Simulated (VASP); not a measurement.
Input of a VASP 6.6.1 run:

Contents of INCAR:

```
SYSTEM = Rh
PREC     = Accurate       ! precision mode
ENCUT    = 520            ! plane-wave cutoff, eV
EDIFF    = 1E-6           ! SCF threshold, eV
ISMEAR   = 1              ! smearing method
SIGMA    = 0.1            ! smearing width, eV
LREAL    = .FALSE.        ! projectors in reciprocal space
LASPH    = .TRUE.         ! aspherical terms in the spheres
NELM     = 100            ! most SCF steps
ALGO     = Normal         ! electronic algorithm
ISIF     = 2              ! what is computed and relaxed
LWAVE    = .FALSE.        ! write WAVECAR
LCHARG   = .FALSE.        ! write CHGCAR
GGA      = PE             ! functional
NBANDS   = 14             ! bands
```

The input KPOINTS:

```
Automatic mesh
0
G
  13 13 13
  0 0 0
```

POSCAR

```
Rh
1.0
    0.0000000000      1.9104189093      1.9104189093
    1.9104189093      0.0000000000      1.9104189093
    1.9104189093      1.9104189093      0.0000000000
Rh
1
Direct
    0.0000000000      0.0000000000      0.0000000000
```

Potentials or basis: VASP PAW PBE potentials, release 64 (Rh_pv).

Launch:

```bash
$ cat potpaw_PBE.64/Rh_pv/POTCAR > POTCAR
$ mpirun -np 1 vasp_std > vasp.out
```

Predict the pressure.

2.0 GPa.
